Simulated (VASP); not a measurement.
# TiC (rocksalt type) (Fm-3m) in VASP: notebook

Runs on TiC (rocksalt type). Level: PBE. Tasks: single point.

All numbers are computed with VASP 6.6.1; they aren't measurements. Logs are shortened: lines on timing, memory, paths and dates and some standing lists are left out, and cuts for length are marked.

### 1 The cell of the first run

The structure is cubic, space group Fm-3m (No. 225). The conventional cell has a = 3.883 Å, b = 3.883 Å, c = 3.883 Å, α = 90.00°, β = 90.00°, γ = 90.00°. Within 2.6 Å of Ti (site symmetry m-3m) lie 6 C at 1.94 Å. Within 2.6 Å of C (site symmetry m-3m) lie 6 Ti at 1.94 Å.

### 2 Single point, PBE (volume scaled by 0.72)

File INCAR:

```
PREC = Accurate ; ENCUT = 520
EDIFF = 1E-7 ; ISMEAR = -1
SIGMA = 0.05 ; LREAL = False
LASPH = True ; NELM = 80
ALGO = Normal ; ISIF = 2
LWAVE = False ; LCHARG = True
GGA = PE ; LELF = True
LVHAR = True ; NBANDS = 15
```

File KPOINTS:

```
Automatic mesh
0
Gamma
  15 15 15
```

File POSCAR:

```
TiC
1.0
    0.0000000000      1.9416428346      1.9416428346
    1.9416428346      0.0000000000      1.9416428346
    1.9416428346      1.9416428346      0.0000000000
Ti C
1 1
Direct
    0.0000000000      0.0000000000      0.0000000000
    0.5000000000      0.5000000000      0.5000000000
```

Potentials or basis: VASP PAW PBE potentials, release 64 (Ti_sv, C).

Command:

```console
cat potpaw_PBE.64/Ti_sv/POTCAR potpaw_PBE.64/C/POTCAR > POTCAR
mpirun -np 1 vasp_std > vasp.out
```

OUTCAR:

```text
PREC = Accurate
   ENCUT = 520
   EDIFF = 1E-7
   ISMEAR = -1
   LREAL = False
   LASPH = True
   NELM = 80
   ISIF = 2
   GGA = PE

 ion  position               nearest neighbor table
   1  0.000  0.000  0.000-   2 1.94   2 1.94   2 1.94   2 1.94   2 1.94   2 1.94
   2  0.500  0.500  0.500-   1 1.94   1 1.94   1 1.94   1 1.94   1 1.94   1 1.94

  LATTYP: Found a face centered cubic cell.
 ALAT       =     3.8832856692

  Lattice vectors:

 A1 = (   0.0000000000,   1.9416428346,   1.9416428346)
 A2 = (   1.9416428346,   0.0000000000,   1.9416428346)
 A3 = (   1.9416428346,   1.9416428346,   0.0000000000)

Analysis of symmetry for initial positions (statically):
=====================================================================
 Subroutine PRICEL returns:
 Original cell was already a primitive cell.

 Routine SETGRP: Setting up the symmetry group for a
 face centered cubic supercell.

 Subroutine GETGRP returns: Found 48 space group operations
 (whereof 48 operations were pure point group operations)
 out of a pool of 48 trial point group operations.

The static configuration has the point symmetry O_h .

Analysis of symmetry for dynamics (positions and initial velocities):
=====================================================================
 Subroutine PRICEL returns:
 Original cell was already a primitive cell.

 Routine SETGRP: Setting up the symmetry group for a
 face centered cubic supercell.

 Subroutine GETGRP returns: Found 48 space group operations
 (whereof 48 operations were pure point group operations)
 out of a pool of 48 trial point group operations.

The dynamic configuration has the point symmetry O_h .

 Subroutine INISYM returns: Found 48 space group operations
 (whereof 48 operations are pure point group operations),
 and found     1 'primitive' translations

----------------------------------------------------------------------------------------

                                     Primitive cell

  volume of cell :      14.6399

  direct lattice vectors                    reciprocal lattice vectors
     0.000000000  1.941642835  1.941642835    -0.257513890  0.257513890  0.257513890
     1.941642835  0.000000000  1.941642835     0.257513890 -0.257513890  0.257513890
     1.941642835  1.941642835  0.000000000     0.257513890  0.257513890 -0.257513890

  length of vectors
     2.745897630  2.745897630  2.745897630     0.446027142  0.446027142  0.446027142

  position of ions in fractional coordinates (direct lattice)
     0.000000000  0.000000000  0.000000000
     0.500000000  0.500000000  0.500000000

  ion indices of the primitive-cell ions
   primitive index   ion index
                 1           1
                 2           2

----------------------------------------------------------------------------------------

 KPOINTS: Automatic mesh

Automatic generation of k-mesh.
 Grid dimensions read from file:
 generate k-points for:   15   15   15

 Generating k-lattice:

  Cartesian coordinates                     Fractional coordinates (reciprocal lattice)
    -0.017167593  0.017167593  0.017167593     0.066666667  0.000000000  0.000000000
     0.017167593 -0.017167593  0.017167593     0.000000000  0.066666667  0.000000000
     0.017167593  0.017167593 -0.017167593     0.000000000  0.000000000  0.066666667

  Length of vectors
     0.029735143  0.029735143  0.029735143

  Shift w.r.t. Gamma in fractional coordinates (k-lattice)
     0.000000000  0.000000000  0.000000000

 Subroutine IBZKPT returns following result:
 ===========================================

 Found    120 irreducible k-points:

 Following reciprocal coordinates:
            Coordinates               Weight
  0.000000  0.000000  0.000000      1.000000
  0.066667  0.000000  0.000000      8.000000
  0.133333  0.000000  0.000000      8.000000
  0.200000  0.000000  0.000000      8.000000
  0.266667  0.000000  0.000000      8.000000
  0.333333  0.000000  0.000000      8.000000
[... 16 lines left out ...]
  0.133333  0.133333  0.000000      6.000000
  0.200000  0.133333  0.000000     24.000000
 [... further k-points ...]
   k-points           NKPTS =    120   k-points in BZ     NKDIM =    120   number of bands    NBANDS=     15
   number of dos      NEDOS =    301   number of ions     NIONS =      2
   total plane-waves  NPLWV =   8000
   dimension x,y,z NGX =    20 NGY =   20 NGZ =   20
   dimension x,y,z NGXF=    40 NGYF=   40 NGZF=   40
   ions per type =               1   1
   NGX,Y,Z   is equivalent  to a cutoff of  12.11, 12.11, 12.11 a.u.
   NGXF,Y,Z  is equivalent  to a cutoff of  24.22, 24.22, 24.22 a.u.
 SYSTEM =  unknown system
   PREC   = accura    normal or accurate (medium, high low for compatibility)
   ISTART =      0    job   : 0-new  1-cont  2-samecut
   ICHARG =      2    charge: 1-file 2-atom 10-const
   ISPIN  =      1    spin polarized calculation?
   LNONCOLLINEAR =      F non collinear calculations
   LSORBIT =      F    spin-orbit coupling
   LASPH  =      T    aspherical Exc in radial PAW
   ENCUT  =  520.0 eV  38.22 Ry    6.18 a.u.   5.11  5.11  5.11*2*pi/ulx,y,z
   NELM   =     80;   NELMIN=  2; NELMDL= -5     # of ELM steps
   EDIFF  = 0.1E-06   stopping-criterion for ELM
   LREAL  =      F    real-space projection
   EDIFFG = 0.1E-05   stopping-criterion for IOM
   NSW    =      0    number of steps for IOM
   IBRION =     -1    ionic relax: 0-MD 1-quasi-New 2-CG
   NFREE  =      0    steps in history (QN), initial steepest desc. (CG)
   ISIF   =      2    stress and relaxation
   ISYM   =      2    0-nonsym 1-usesym 2-fastsym
   POTIM  = 0.5000    time-step for ionic-motion
   TEBEG  =    0.0;   TEEND  =   0.0 temperature during run
   PSTRESS=    0.0 pullay stress
   NELECT =      16.0000    total number of electrons
   NUPDOWN=      -1.0000    fix difference up-down
   EMIN   =  10.00;   EMAX   =-10.00  energy-range for DOS
   EFERMI =   0.00;   METHOD = LEGACY
   ISMEAR =    -1;   SIGMA  =   0.05  broadening in eV -4-tet -1-fermi 0-gaus
   EFERMI_NEDOS =   21; number of points for ismear=-14 and -15
   IALGO  =     38    algorithm
   IMIX   =      4    mixing-type and parameters
     AMIX     =   0.40;   BMIX     =  1.00
     AMIX_MAG =   1.60;   BMIX_MAG =  1.00
  volume/ion in A,a.u.               =       7.32        49.40
  Fermi-wavevector in a.u.,A,eV,Ry     =   1.686302  3.186650 38.689746  2.843616
  Thomas-Fermi vector in A             =   2.768992
   LORBIT       =      0    0 simple, 1 ext, 2 COOP (PROOUT), +10 PAW based schemes
   GGA     = PE    functional components
   LHFCALC =     F    Hartree Fock is set to
   AEXX    =    0.0000 exact exchange contribution
   IVDW    =     0    specifies the selected vdW correction
   LEPSILON=     F    determine dielectric tensor
   LRPA    =     F    only Hartree local field effects (RPA)
 non-spin polarized calculation
  energy-cutoff  :      520.00
  volume of cell :       14.64
 maximum number of plane-waves:       411
   NGX = 11   NGY = 11   NGZ = 11

 number of electron      16.0000001 magnetization

 Free energy of the ion-electron system (eV)
  ---------------------------------------------------
  ext. energy  EPLUGINS =         0.00000000
  ---------------------------------------------------
  free energy    TOTEN  =       -16.57665705 eV

  energy without entropy =      -16.57463873  energy(sigma->0) =      -16.57564789

 E-fermi :  13.7820     XC(G=0): -14.4857

 val. band max:       13.7600804491   @ k =   0.2667   0.2000   0.0000
 cond. band min:      13.8033043885   @ k =   0.0667   0.0000   0.0000
 fundamental gap:      0.0432239394
 Fermi energy:        13.7820488949

 k-point     1 :       0.0000    0.0000    0.0000
  band No.  band energies     occupation
      1     -41.9995      2.00000
      2     -17.6500      2.00000
      3     -17.6500      2.00000
      4     -17.6500      2.00000
      5      -0.0335      2.00000
      6      14.4420      0.00000
      7      14.4420      0.00000
      8      14.4420      0.00000
      9      15.8829      0.00000
     10      15.8829      0.00000
     11      15.8829      0.00000
     12      16.1811      0.00000
     13      16.1811      0.00000
     14      29.0729      0.00000
     15      29.7249      0.00000

 k-point     2 :       0.0667    0.0000    0.0000
  band No.  band energies     occupation
      1     -41.9869      2.00000
      2     -17.7241      2.00000
      3     -17.6555      2.00000
      4     -17.6555      2.00000
      5       0.1246      2.00000
      6      13.8033      0.79059
      7      14.1635      0.00097
      8      14.1635      0.00097
      9      15.0023      0.00000
     10      15.0023      0.00000
     11      16.2910      0.00000
     12      17.5750      0.00000
     13      17.5750      0.00000
     14      29.3019      0.00000
     15      29.8703      0.00000

 k-point     3 :       0.1333    0.0000    0.0000
  band No.  band energies     occupation
      1     -41.9513      2.00000
      2     -17.9301      2.00000
      3     -17.6710      2.00000
      4     -17.6710      2.00000
      5       0.5791      2.00000
      6      12.6215      2.00000
      7      13.0521      2.00000
      8      13.0521      2.00000
      9      15.1592      0.00000
     10      15.1592      0.00000
     11      16.8637      0.00000
     12      19.2120      0.00000
     13      19.2120      0.00000
     14      29.6806      0.00000
     15      30.3326      0.00000
[... 343 lines left out ...]
 k-point    23 :       0.1333    0.1333    0.0000
  band No.  band energies     occupation
      1     -41.9352      2.00000
      2     -17.9069      2.00000
      3     -17.7357      2.00000
      4     -17.7357      2.00000
      5       0.7498      2.00000
      6      11.6409      2.00000
      7      13.5690      1.97215
      8      13.5690      1.97215
      9      13.6595      1.84130
     10      16.4256      0.00000
     11      17.5776      0.00000
     12      17.5776      0.00000
     13      20.4966      0.00000
     14      30.1884      0.00000
     15      30.5095      0.00000

 k-point    24 :       0.2000    0.1333    0.0000
  band No.  band energies     occupation
      1     -41.8957      2.00000
      2     -18.0963      2.00000
      3     -17.7764      2.00000
      4     -17.7586      2.00000
      5       1.2226      2.00000
      6      10.6977      2.00000
      7      12.6163      2.00000
      8      13.1127      2.00000
      9      14.0739      0.00582
     10      16.4856      0.00000
     11      18.0838      0.00000
     12      18.6410      0.00000
     13      21.6085      0.00000
     14      30.5223      0.00000
     15      30.9580      0.00000

 [... further k-points ...]

------------------------ aborting loop because EDIFF is reached ----------------------------------------

  FORCE on cell =-STRESS in cart. coord.  units (eV):
  Direction    XX          YY          ZZ          XY          YZ          ZX
  --------------------------------------------------------------------------------------
  -------------------------------------------------------------------------------------
  Total       14.2801605     14.2801605     14.2801605      0.0000000      0.0000000      0.0000000
  in kB     1562.8080589   1562.8080589   1562.8080589      0.0000000      0.0000000      0.0000000
  external PRESSURE =    1562.8080589 kB  Pullay stress =       0.0000000 kB

 VOLUME and BASIS-vectors are now :
 -----------------------------------------------------------------------------
  energy-cutoff  :      520.00
  volume of cell :       14.64
      direct lattice vectors                 reciprocal lattice vectors
     0.000000000  1.941642835  1.941642835    -0.257513890  0.257513890  0.257513890
     1.941642835  0.000000000  1.941642835     0.257513890 -0.257513890  0.257513890
     1.941642835  1.941642835  0.000000000     0.257513890  0.257513890 -0.257513890

 POSITION                                       TOTAL-FORCE (eV/Angst)
 -----------------------------------------------------------------------------------
      0.00000      0.00000      0.00000         0.000000      0.000000     -0.000000
      1.94164      1.94164      1.94164         0.000000     -0.000000      0.000000
 -----------------------------------------------------------------------------------
    total drift:                                0.000000     -0.000000     -0.000000

  FREE ENERGIE OF THE ION-ELECTRON SYSTEM (eV)
  ---------------------------------------------------
  free  energy   TOTEN  =       -16.5766570484 eV

  energy  without entropy=      -16.5746387343  energy(sigma->0) =      -16.57564789
```

It took 38 s on 1 thread of AMD EPYC 7R43 (Zen 3), shared host; peak memory 0.1 GiB.

Results:

- Free energy: -16.5767 eV
- Pressure: 156.3 GPa
- Band gap on the k mesh: zero (band 8 reaches 14.44 eV, above the bottom of band 9 at 13.32 eV)

Levels at points of the mesh, in eV from the Fermi level:
| k point | band 6 | band 7 | band 8 | band 9 | band 10 | band 11 |
| --- | --- | --- | --- | --- | --- | --- |
| (0.00, 0.00, 0.00) | 0.66 | 0.66 | 0.66 | 2.10 | 2.10 | 2.10 |

### 3 Single point, PBE (volume scaled by 0.72)

File INCAR:

```
SYSTEM = TiC
ALGO = Normal
EDIFF = 1E-7
ENCUT = 520
GGA = PE
ISIF = 2
ISMEAR = -1
LASPH = .TRUE.
LCHARG = .FALSE.
LREAL = .FALSE.
LWAVE = .FALSE.
NBANDS = 15
NELM = 60
PREC = Accurate
SIGMA = 0.05
```

File KPOINTS:

```
k-points
0
G
  15 15 15
  0 0 0
```

POSCAR is that of step 2.

Potentials or basis: VASP PAW PBE potentials, release 64 (Ti_sv, C).

Command:

```console
cat potpaw_PBE.64/Ti_sv/POTCAR potpaw_PBE.64/C/POTCAR > POTCAR
mpirun -np 1 vasp_std > vasp.out
```

Wall time 29 s (1 thread of AMD EPYC 7R43 (Zen 3), shared host); peak memory 0.1 GiB.

Results (log left out):

```
Free energy            : -16.5767 eV
Pressure               : 156.3 GPa
Band gap on the k mesh : zero (band 8 reaches 14.44 eV, above the bottom of band 9 at 13.32 eV)
```

Levels at points of the mesh, in eV from the Fermi level:
```tsv
k point	band 4	band 5	band 6	band 7	band 8	band 9	band 10	band 11	band 12	band 13
(0.00, 0.00, 0.00)	-31.43	-13.82	0.66	0.66	0.66	2.10	2.10	2.10	2.40	2.40
```

### 4 Single point, PBE (volume scaled by 0.8)

File INCAR:

```
PREC     = Accurate       # precision mode
ENCUT    = 520            # plane-wave cutoff, eV
EDIFF    = 1E-6           # SCF threshold, eV
ISMEAR   = -1             # smearing method
SIGMA    = 0.05           # smearing width, eV
LREAL    = False          # projectors in reciprocal space
LASPH    = True           # aspherical terms in the spheres
NELM     = 100            # most SCF steps
ALGO     = Normal         # electronic algorithm
ISIF     = 2              # what is computed and relaxed
LWAVE    = False          # write WAVECAR
LCHARG   = True           # write CHGCAR
GGA      = PE             # functional
LELF     = True           # ELF
LVHAR    = True         
NBANDS   = 15             # bands
```

File KPOINTS:

```
regular mesh
0
Gamma
  15 15 15
```

File POSCAR:

```
TiC
1.0
    0.0000000000      2.0110452435      2.0110452435
    2.0110452435      0.0000000000      2.0110452435
    2.0110452435      2.0110452435      0.0000000000
Ti C
1 1
Direct
    0.0000000000      0.0000000000      0.0000000000
    0.5000000000      0.5000000000      0.5000000000
```

Potentials or basis: VASP PAW PBE potentials, release 64 (Ti_sv, C).

Command:

```console
cat potpaw_PBE.64/Ti_sv/POTCAR potpaw_PBE.64/C/POTCAR > POTCAR
mpirun -np 1 vasp_std > vasp.out
```

OUTCAR:

```text
PREC = Accurate
   ENCUT = 520
   EDIFF = 1E-6
   ISMEAR = -1
   LREAL = False
   LASPH = True
   NELM = 100
   ISIF = 2
   GGA = PE

 ion  position               nearest neighbor table
   1  0.000  0.000  0.000-   2 2.01   2 2.01   2 2.01   2 2.01   2 2.01   2 2.01
   2  0.500  0.500  0.500-   1 2.01   1 2.01   1 2.01   1 2.01   1 2.01   1 2.01

  LATTYP: Found a face centered cubic cell.
 ALAT       =     4.0220904870

  Lattice vectors:

 A1 = (   0.0000000000,   2.0110452435,   2.0110452435)
 A2 = (   2.0110452435,   0.0000000000,   2.0110452435)
 A3 = (   2.0110452435,   2.0110452435,   0.0000000000)

Analysis of symmetry for initial positions (statically):
=====================================================================
 Subroutine PRICEL returns:
 Original cell was already a primitive cell.

 Routine SETGRP: Setting up the symmetry group for a
 face centered cubic supercell.

 Subroutine GETGRP returns: Found 48 space group operations
 (whereof 48 operations were pure point group operations)
 out of a pool of 48 trial point group operations.

[... 175 lines left out ...]
      5      -1.1407      2.00000
      6      12.9713      0.00000
      7      12.9713      0.00000
      8      12.9713      0.00000
      9      14.2244      0.00000
     10      14.2244      0.00000
     11      14.2244      0.00000
     12      14.4466      0.00000
     13      14.4466      0.00000
     14      26.3047      0.00000
[... 401 lines left out ...]
      2     -19.8687      2.00000
      3     -19.6482      2.00000
      4     -19.6359      2.00000
      5      -0.0494      2.00000
      6       9.5077      2.00000
      7      11.2848      2.00000
      8      11.6911      1.99998
      9      12.6285      0.00118
     10      14.7189      0.00000
     11      16.1692      0.00000
     12      16.6614      0.00000
     13      19.2173      0.00000
     14      27.4963      0.00000
     15      28.3035      0.00000

 [... further k-points ...]

------------------------ aborting loop because EDIFF is reached ----------------------------------------

  FORCE on cell =-STRESS in cart. coord.  units (eV):
  Direction    XX          YY          ZZ          XY          YZ          ZX
  --------------------------------------------------------------------------------------
  -------------------------------------------------------------------------------------
  Total        8.8283134      8.8283134      8.8283134      0.0000000      0.0000000      0.0000000
  in kB      869.5464859    869.5464859    869.5464859      0.0000000      0.0000000      0.0000000
  external PRESSURE =     869.5464859 kB  Pullay stress =       0.0000000 kB

 VOLUME and BASIS-vectors are now :
 -----------------------------------------------------------------------------
  energy-cutoff  :      520.00
  volume of cell :       16.27
      direct lattice vectors                 reciprocal lattice vectors
     0.000000000  2.011045243  2.011045243    -0.248626928  0.248626928  0.248626928
     2.011045243  0.000000000  2.011045243     0.248626928 -0.248626928  0.248626928
     2.011045243  2.011045243  0.000000000     0.248626928  0.248626928 -0.248626928

 POSITION                                       TOTAL-FORCE (eV/Angst)
 -----------------------------------------------------------------------------------
      0.00000      0.00000      0.00000         0.000000     -0.000000      0.000000
      2.01105      2.01105      2.01105        -0.000000      0.000000     -0.000000
 -----------------------------------------------------------------------------------
    total drift:                                0.000000     -0.000000     -0.000000

  FREE ENERGIE OF THE ION-ELECTRON SYSTEM (eV)
  ---------------------------------------------------
  free  energy   TOTEN  =       -17.7864080029 eV

  energy  without entropy=      -17.7841998438  energy(sigma->0) =      -17.78530392
```

stdout:

```text
POSCAR found type information on POSCAR TiC
 POSCAR found :  2 types and       2 ions
 scaLAPACK will be used
 LDA part: xc-table for (Slater+PW92), standard interpolation
 POSCAR, INCAR and KPOINTS ok, starting setup
 FFT: planning ... GRIDC
 FFT: planning ... GRID_SOFT
 FFT: planning ... GRID
 WAVECAR not read
 entering main loop
```

It took 48 s on 1 thread of AMD EPYC 7R43 (Zen 3), shared host; peak memory 0.13 GiB.

Results:

```
Free energy            : -17.7864 eV
Pressure               : 87.0 GPa
Band gap on the k mesh : zero (band 8 reaches 12.97 eV, above the bottom of band 9 at 11.81 eV)
```
